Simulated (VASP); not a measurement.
Wanted: the native input for a VASP 6.6.1 run.

* Task: single point
* Functional: LDA
* Potentials or basis: VASP PAW LDA potentials, release 64 (Rb_sv, Tl_d)
* Cutoff: 520 eV
* k mesh: 8 × 8 × 8
* Occupations: gaussian, width 0.05 eV
* Spin: no spin polarisation
* Dipole correction: no
* Further INCAR settings: ALGO = Fast; EDIFF = 1e-07; NBANDS = 32

The structure of RbTl3 lies in POSCAR:

```
RbTl3
1.0
    0.0000000000      4.2765350268      4.2765350268
    4.2765350268      0.0000000000      4.2765350268
    4.2765350268      4.2765350268      0.0000000000
Rb Tl
1 3
Direct
    0.0000000000      0.0000000000      0.0000000000
    0.2500000000      0.2500000000      0.2500000000
    0.7500000000      0.7500000000      0.7500000000
    0.5000000000      0.5000000000      0.5000000000
```

The input as run:

INCAR

```
SYSTEM = RbTl3
PREC = Accurate
ENCUT = 520
EDIFF = 1E-7
ISMEAR = 0
SIGMA = 0.05
LREAL = .FALSE.
LASPH = .TRUE.
NELM = 60
ALGO = Fast
ISIF = 2
LWAVE = .FALSE.
LCHARG = .FALSE.
NBANDS = 32
```

KPOINTS

```
Automatic mesh
0
G
  8 8 8
  0 0 0
```

Potentials or basis: VASP PAW LDA potentials, release 64 (Rb_sv, Tl_d).

The run is started by

```console
$ cat potpaw_LDA.64/Rb_sv/POTCAR potpaw_LDA.64/Tl_d/POTCAR > POTCAR
$ mpirun -np 1 vasp_std > vasp.out
```

Results of the run:

| Property | Result |
| --- | --- |
| Pressure | -4.0 GPa |
| Band gap on the k mesh | zero (bands 24 and 25 overlap by 0.32 eV) |

Caveat: the cell stands under tension; spin-orbit coupling is left out, which moves the levels of the heavy elements.

Wall time 2.7 min on 1 thread of Oxide Virtual Turin-like Processor (shared host), peak memory 0.29 GiB.
